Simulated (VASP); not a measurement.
# In (Fm-3m) in VASP: a series of runs

The runs below take In through single point, with HSE06.

Everything below comes from runs of VASP 6.6.1. Logs are shortened: lines on timing, memory, paths and dates and some standing lists are left out, and cuts for length are marked.

### Step 1. The cell of the first run

Symmetry: Fm-3m, No. 225, cubic system. The conventional cell has a = 4.791 Å, b = 4.791 Å, c = 4.791 Å, α = 90.00°, β = 90.00°, γ = 90.00°. Within 4.5 Å of In (site symmetry m-3m) lie 12 In at 3.39 Å.

This isn't the form of In at room conditions, which is tetragonal.

### Step 2. Single point, HSE06

POSCAR reads:

```
In
1.0
    0.0000000000      2.3954566354      2.3954566354
    2.3954566354      0.0000000000      2.3954566354
    2.3954566354      2.3954566354      0.0000000000
In
1
Direct
    0.0000000000      0.0000000000      0.0000000000
```

INCAR.step1 reads:

```
ALGO = Normal ; EDIFF = 1E-5
ENCUT = 520 ; GGA = PE
ISIF = 2 ; ISMEAR = 0
LASPH = T ; LREAL = F
LWAVE = T ; NBANDS = 12
NELM = 100 ; PREC = Accurate
SIGMA = 0.05
```

INCAR.step2 reads:

```
ALGO = Normal ; EDIFF = 1E-6
ENCUT = 520 ; GGA = PE
HFSCREEN = 0.2079 ; ISIF = 2
ISMEAR = 0 ; ISTART = 1
LASPH = T ; LCHARG = T
LELF = T ; LHFCALC = T
LREAL = F ; LVHAR = T
LWAVE = F ; NBANDS = 12
NELM = 100 ; PREC = Accurate
PRECFOCK = Normal ; SIGMA = 0.05
```

KPOINTS reads:

```
k-points
0
Gamma
  8 8 8
```

Potentials or basis: VASP PAW PBE potentials, release 64 (In_d).

Command:

```console
$ cat potpaw_PBE.64/In_d/POTCAR > POTCAR
$ cp INCAR.step1 INCAR
$ mpirun -np 1 vasp_std > vasp.out
$ cp INCAR.step2 INCAR
$ mpirun -np 1 vasp_std > vasp.out
```

OUTCAR:

```text
EDIFF = 1E-6
   ENCUT = 520
   GGA = PE
   HFSCREEN = 0.2079
   ISIF = 2
   ISMEAR = 0
   ISTART = 1
   LASPH = T
   LHFCALC = T
   LREAL = F
   NELM = 100
   PREC = Accurate
   PRECFOCK = Normal

 ion  position               nearest neighbor table
   1  0.000  0.000  0.000-

  LATTYP: Found a face centered cubic cell.
 ALAT       =     4.7909132708

  Lattice vectors:

 A1 = (   0.0000000000,   2.3954566354,   2.3954566354)
 A2 = (   2.3954566354,   0.0000000000,   2.3954566354)
 A3 = (   2.3954566354,   2.3954566354,   0.0000000000)

Analysis of symmetry for initial positions (statically):
=====================================================================
 Subroutine PRICEL returns:
 Original cell was already a primitive cell.

 Routine SETGRP: Setting up the symmetry group for a
 face centered cubic supercell.

 Subroutine GETGRP returns: Found 48 space group operations
 (whereof 48 operations were pure point group operations)
 out of a pool of 48 trial point group operations.

The static configuration has the point symmetry O_h .

Analysis of symmetry for dynamics (positions and initial velocities):
=====================================================================
 Subroutine PRICEL returns:
 Original cell was already a primitive cell.

 Routine SETGRP: Setting up the symmetry group for a
 face centered cubic supercell.

 Subroutine GETGRP returns: Found 48 space group operations
 (whereof 48 operations were pure point group operations)
 out of a pool of 48 trial point group operations.

The dynamic configuration has the point symmetry O_h .

 Subroutine INISYM returns: Found 48 space group operations
 (whereof 48 operations are pure point group operations),
 and found     1 'primitive' translations

----------------------------------------------------------------------------------------

                                     Primitive cell

  volume of cell :      27.4913

  direct lattice vectors                    reciprocal lattice vectors
     0.000000000  2.395456635  2.395456635    -0.208728471  0.208728471  0.208728471
     2.395456635  0.000000000  2.395456635     0.208728471 -0.208728471  0.208728471
     2.395456635  2.395456635  0.000000000     0.208728471  0.208728471 -0.208728471

  length of vectors
     3.387687262  3.387687262  3.387687262     0.361528316  0.361528316  0.361528316

  position of ions in fractional coordinates (direct lattice)
     0.000000000  0.000000000  0.000000000

  ion indices of the primitive-cell ions
   primitive index   ion index
                 1           1

----------------------------------------------------------------------------------------

 KPOINTS: k-points

Automatic generation of k-mesh.
 Grid dimensions read from file:
 generate k-points for:    8    8    8

 Generating k-lattice:

  Cartesian coordinates                     Fractional coordinates (reciprocal lattice)
    -0.026091059  0.026091059  0.026091059     0.125000000  0.000000000  0.000000000
     0.026091059 -0.026091059  0.026091059     0.000000000  0.125000000  0.000000000
     0.026091059  0.026091059 -0.026091059     0.000000000  0.000000000  0.125000000

  Length of vectors
     0.045191040  0.045191040  0.045191040

  Shift w.r.t. Gamma in fractional coordinates (k-lattice)
     0.000000000  0.000000000  0.000000000

 Subroutine IBZKPT returns following result:
 ===========================================

 Found     29 irreducible k-points:

 Following reciprocal coordinates:
            Coordinates               Weight
  0.000000  0.000000  0.000000      1.000000
  0.125000  0.000000  0.000000      8.000000
  0.250000  0.000000  0.000000      8.000000
  0.375000  0.000000  0.000000      8.000000
  0.500000  0.000000  0.000000      4.000000
  0.125000  0.125000  0.000000      6.000000
[... 16 lines left out ...]
  0.500000  0.250000  0.125000     48.000000
 -0.375000  0.250000  0.125000     24.000000
 [... further k-points ...]
   k-points           NKPTS =     29   k-points in BZ     NKDIM =    512   number of bands    NBANDS=     12
   number of dos      NEDOS =    301   number of ions     NIONS =      1
   total plane-waves  NPLWV =  21952
   dimension x,y,z NGX =    28 NGY =   28 NGZ =   28
   dimension x,y,z NGXF=    56 NGYF=   56 NGZF=   56
   ions per type =               1
   NGX,Y,Z   is equivalent  to a cutoff of  13.74, 13.74, 13.74 a.u.
   NGXF,Y,Z  is equivalent  to a cutoff of  27.48, 27.48, 27.48 a.u.
 SYSTEM =  unknown system
   PREC   = accura    normal or accurate (medium, high low for compatibility)
   ISTART =      1    job   : 0-new  1-cont  2-samecut
   ICHARG =      0    charge: 1-file 2-atom 10-const
   ISPIN  =      1    spin polarized calculation?
   LNONCOLLINEAR =      F non collinear calculations
   LSORBIT =      F    spin-orbit coupling
   LASPH  =      T    aspherical Exc in radial PAW
   ENCUT  =  520.0 eV  38.22 Ry    6.18 a.u.   6.30  6.30  6.30*2*pi/ulx,y,z
   NELM   =    100;   NELMIN=  2; NELMDL=  0     # of ELM steps
   EDIFF  = 0.1E-05   stopping-criterion for ELM
   LREAL  =      F    real-space projection
   EDIFFG = 0.1E-04   stopping-criterion for IOM
   NSW    =      0    number of steps for IOM
   IBRION =     -1    ionic relax: 0-MD 1-quasi-New 2-CG
   NFREE  =      0    steps in history (QN), initial steepest desc. (CG)
   ISIF   =      2    stress and relaxation
   ISYM   =      3    0-nonsym 1-usesym 2-fastsym
   POTIM  = 0.5000    time-step for ionic-motion
   TEBEG  =    0.0;   TEEND  =   0.0 temperature during run
   PSTRESS=    0.0 pullay stress
   NELECT =      13.0000    total number of electrons
   NUPDOWN=      -1.0000    fix difference up-down
   EMIN   =  10.00;   EMAX   =-10.00  energy-range for DOS
   EFERMI =   0.00;   METHOD = LEGACY
   ISMEAR =     0;   SIGMA  =   0.05  broadening in eV -4-tet -1-fermi 0-gaus
   EFERMI_NEDOS =   21; number of points for ismear=-14 and -15
   IALGO  =     38    algorithm
   IMIX   =      1    mixing-type and parameters
     AMIX     =   0.40;   BMIX     =  1.00
     AMIX_MAG =   1.60;   BMIX_MAG =  1.00
  volume/ion in A,a.u.               =      27.49       185.52
  Fermi-wavevector in a.u.,A,eV,Ry     =   1.275433  2.410219 22.132995  1.626729
  Thomas-Fermi vector in A             =   2.408145
   LORBIT       =      0    0 simple, 1 ext, 2 COOP (PROOUT), +10 PAW based schemes
   GGA     = PE    functional components
   LHFCALC =     T    Hartree Fock is set to
   PRECFOCK=normal    Normal, Fast or Accurate (Low or Medium for compatibility)
   ENCUT4O =  -1.0   cutoff for four orbital integrals eV
   NKREDX  =     1    reduce k-point grid by
   NKREDY  =     1    reduce k-point grid by
   NKREDZ  =     1    reduce k-point grid by
   AEXX    =    0.2500 exact exchange contribution
   HFSCREEN=    0.2079 screening length (either q_TF or 0.3 A-1)
   HFSCREENC=   0.2079 screening length for correlation (either q_TF or 0.3 A-1)
   ENCUTFOCK=  -1.0 apply spherical cutoff to Coloumb kernel
   IVDW    =     0    specifies the selected vdW correction
   LEPSILON=     F    determine dielectric tensor
   LRPA    =     F    only Hartree local field effects (RPA)
 non-spin polarized calculation
 Gauss-broadening in eV      SIGMA  =   0.05
  energy-cutoff  :      520.00
  volume of cell :       27.49
 maximum number of plane-waves:       754
 NGX is ok and might be reduce to    28
  NGX = 20; NGY = 20; NGZ = 20

 number of electron      12.9999997 magnetization

 Free energy of the ion-electron system (eV)
  ---------------------------------------------------
  ext. energy  EPLUGINS =         0.00000000
  ---------------------------------------------------
  free energy    TOTEN  =        -2.87589510 eV

  energy without entropy =       -2.87556270  energy(sigma->0) =       -2.87572890

 E-fermi :   7.1486     XC(G=0):  -8.3069

 val. band max:        6.9411424899   @ k =  -0.3750   0.3750   0.0000
 cond. band min:       7.2206228606   @ k =   0.5000   0.2500   0.1250
 fundamental gap:      0.2794803707
 Fermi energy:         7.1486040195

 k-point     1 :       0.0000    0.0000    0.0000
  band No.  band energies     occupation
      1      -9.7058      2.00000
      2      -9.7058      2.00000
      3      -9.7058      2.00000
      4      -9.5522      2.00000
      5      -9.5522      2.00000
      6      -3.5004      2.00000
      7      18.0045      0.00000
      8      18.0045      0.00000
      9      18.0045      0.00000
     10      19.0735      0.00000
     11      21.2957      0.00000
     12      21.2957      0.00000

 k-point     2 :       0.1250    0.0000    0.0000
  band No.  band energies     occupation
      1      -9.7096      2.00000
      2      -9.6845      2.00000
      3      -9.6845      2.00000
      4      -9.5526      2.00000
      5      -9.5526      2.00000
      6      -3.1280      2.00000
      7      14.7010      0.00000
      8      17.4483      0.00000
      9      17.4483      0.00000
     10      18.7711      0.00000
     11      22.2873      0.00000
     12      22.2873      0.00000

 k-point     3 :       0.2500    0.0000    0.0000
  band No.  band energies     occupation
      1      -9.7250      2.00000
      2      -9.6680      2.00000
      3      -9.6680      2.00000
      4      -9.5176      2.00000
      5      -9.5176      2.00000
      6      -1.9920      2.00000
      7      10.3068      0.00000
      8      16.6128      0.00000
      9      16.6128      0.00000
     10      18.5759      0.00000
     11      21.5279      0.00000
     12      21.5507      0.00000
[... 286 lines left out ...]
 k-point    23 :       0.5000    0.2500    0.1250
  band No.  band energies     occupation
      1      -9.7320      2.00000
      2      -9.6911      2.00000
      3      -9.5957      2.00000
      4      -9.5122      2.00000
      5      -9.4398      2.00000
      6       0.9287      2.00000
      7       7.2206      0.04165
      8      10.9008      0.00000
      9      13.1403      0.00000
     10      18.2891      0.00000
     11      20.6800      0.00000
     12      22.3941      0.00000

 k-point    24 :      -0.3750    0.2500    0.1250
  band No.  band energies     occupation
      1      -9.7181      2.00000
      2      -9.7043      2.00000
      3      -9.5800      2.00000
      4      -9.5220      2.00000
      5      -9.4214      2.00000
      6       3.0211      2.00000
      7       4.4450      2.00000
      8      11.0182      0.00000
      9      12.3231      0.00000
     10      18.1860      0.00000
     11      20.5142      0.00000
     12      25.7110      0.00000

 [... further k-points ...]

------------------------ aborting loop because EDIFF is reached ----------------------------------------

  FORCE on cell =-STRESS in cart. coord.  units (eV):
  Direction    XX          YY          ZZ          XY          YZ          ZX
  --------------------------------------------------------------------------------------
  -------------------------------------------------------------------------------------
  Total       -0.2099669     -0.2099669     -0.2099669      0.0000000      0.0000000      0.0000000
  in kB      -12.2367603    -12.2367603    -12.2367603      0.0000000      0.0000000      0.0000000
  external PRESSURE =     -12.2367603 kB  Pullay stress =       0.0000000 kB

 VOLUME and BASIS-vectors are now :
 -----------------------------------------------------------------------------
  energy-cutoff  :      520.00
  volume of cell :       27.49
      direct lattice vectors                 reciprocal lattice vectors
     0.000000000  2.395456635  2.395456635    -0.208728471  0.208728471  0.208728471
     2.395456635  0.000000000  2.395456635     0.208728471 -0.208728471  0.208728471
     2.395456635  2.395456635  0.000000000     0.208728471  0.208728471 -0.208728471

 POSITION                                       TOTAL-FORCE (eV/Angst)
 -----------------------------------------------------------------------------------
      0.00000      0.00000      0.00000         0.000000      0.000000     -0.000000
 -----------------------------------------------------------------------------------
    total drift:                               -0.000000     -0.000000     -0.000000

  FREE ENERGIE OF THE ION-ELECTRON SYSTEM (eV)
  ---------------------------------------------------
  free  energy   TOTEN  =        -2.8758950972 eV

  energy  without entropy=       -2.8755626999  energy(sigma->0) =       -2.87572890
```

It took 1.5 h on 1 thread of Oxide Virtual Turin-like, shared host; peak memory 0.25 GiB.

Results:

```
Free energy            : -2.8759 eV
Pressure               : -1.2 GPa
Band gap on the k mesh : zero (an odd number of electrons rules out a gap without spin polarisation)
```

Levels at points of the mesh, in eV from the Fermi level:
| k point | band 4 | band 5 | band 6 | band 7 | band 8 | band 9 |
| --- | --- | --- | --- | --- | --- | --- |
| (0.00, 0.00, 0.00) | -16.70 | -16.70 | -10.65 | 10.86 | 10.86 | 10.86 |
| (0.50, 0.00, 0.00) | -16.56 | -16.56 | -5.01 | -3.81 | 8.69 | 8.69 |
| (0.50, 0.50, 0.00) | -16.53 | -16.53 | -2.59 | -2.56 | 4.19 | 4.19 |

Caveat: the PAW data sets were made with another functional, which shifts forces and pressure a little; spin-orbit coupling is left out, which moves the levels of the heavy elements.

### Step 3. Single point, HSE06 (27.31 Å³/atom)

This run uses another cell than the first one, of 27.31 Å³/atom.

POSCAR reads:

```
In
1.0
    0.0000000000      2.3900925596      2.3900925596
    2.3900925596      0.0000000000      2.3900925596
    2.3900925596      2.3900925596      0.0000000000
In
1
Direct
    0.0000000000      0.0000000000      0.0000000000
```

INCAR.step1 reads:

```
PREC = Accurate
ENCUT = 520
EDIFF = 1E-5
ISMEAR = 0
SIGMA = 0.05
LREAL = False
LASPH = True
NELM = 60
ALGO = Normal
ISIF = 2
LWAVE = True
LCHARG = False
NBANDS = 12
GGA = PE
```

INCAR.step2 reads:

```
PREC = Accurate
ENCUT = 520
EDIFF = 1E-6
ISMEAR = 0
SIGMA = 0.05
LREAL = False
LASPH = True
NELM = 60
ALGO = Normal
ISIF = 2
LWAVE = False
LCHARG = False
GGA = PE
LHFCALC = True
HFSCREEN = 0.2079
PRECFOCK = Normal
NBANDS = 12
ISTART = 1
```

KPOINTS reads:

```
Automatic mesh
0
Gamma
  8 8 8
```

Potentials or basis: VASP PAW PBE potentials, release 64 (In_d).

Command:

```console
$ cat potpaw_PBE.64/In_d/POTCAR > POTCAR
$ cp INCAR.step1 INCAR
$ mpirun -np 1 vasp_std > vasp.out
$ cp INCAR.step2 INCAR
$ mpirun -np 1 vasp_std > vasp.out
```

Run time: 1.6 h. Hardware: 1 thread of Oxide Virtual Turin-like, shared host; peak memory 0.25 GiB.

It converged, with:

| Quantity | Value |
| --- | --- |
| Free energy | -2.8768 eV |
| Pressure | -1.0 GPa |
| Band gap on the k mesh | zero (an odd number of electrons rules out a gap without spin polarisation) |

Levels at points of the mesh, in eV from the Fermi level:
```
           k point  band 3  band 4  band 5  band 6  band 7  band 8  band 9  band 10
(0.00, 0.00, 0.00)  -16.86  -16.71  -16.71  -10.70   10.92   10.92   10.92    11.94
(0.50, 0.00, 0.00)  -16.85  -16.56  -16.56   -5.01   -3.85    8.73    8.73    11.20
(0.50, 0.50, 0.00)  -16.57  -16.53  -16.53   -2.61   -2.55    4.21    4.21     7.49
```

Caveat: the PAW data sets were made with another functional, which shifts forces and pressure a little; spin-orbit coupling is left out, which moves the levels of the heavy elements.

The gap in the log of VASP goes by the Fermi energy; the results here count the filled bands.